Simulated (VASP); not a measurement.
# HfN: single point with LDA

The system is HfN.

```xyz
2
Lattice="0.0000 2.4142 2.4142 2.4142 0.0000 2.4142 2.4142 2.4142 0.0000" Properties=species:S:1:pos:R:3 pbc="T T T"
Hf    0.0000    0.0000    0.0000
N     1.2071    1.2071    1.2071
```

```
Program                : VASP 6.6.1
Task                   : single point
Functional             : LDA
Potentials or basis    : VASP PAW LDA potentials, release 64 (Hf_pv, N)
Cutoff                 : 520 eV
k mesh                 : 9 × 9 × 9
Occupations            : fermi-dirac, width 0.05 eV
Spin                   : no spin polarisation
Dipole correction      : no
Further INCAR settings : ALGO = Normal; EDIFF = 1e-07; NBANDS = 14
```

- Pressure: -0.2 GPa

Levels at points of the mesh, in eV from the Fermi level:
| k point | band 5 | band 6 | band 7 | band 8 | band 9 | band 10 |
| --- | --- | --- | --- | --- | --- | --- |
| (0.00, 0.00, 0.00) | -5.69 | -5.69 | -5.69 | -0.51 | 2.24 | 2.24 |

It took 12 s on 1 thread of AMD EPYC 7R13 Processor (Zen 3), with other jobs on the host, peak memory 0.12 GiB.

Caveat: spin-orbit coupling is left out, which moves the levels of the heavy elements.
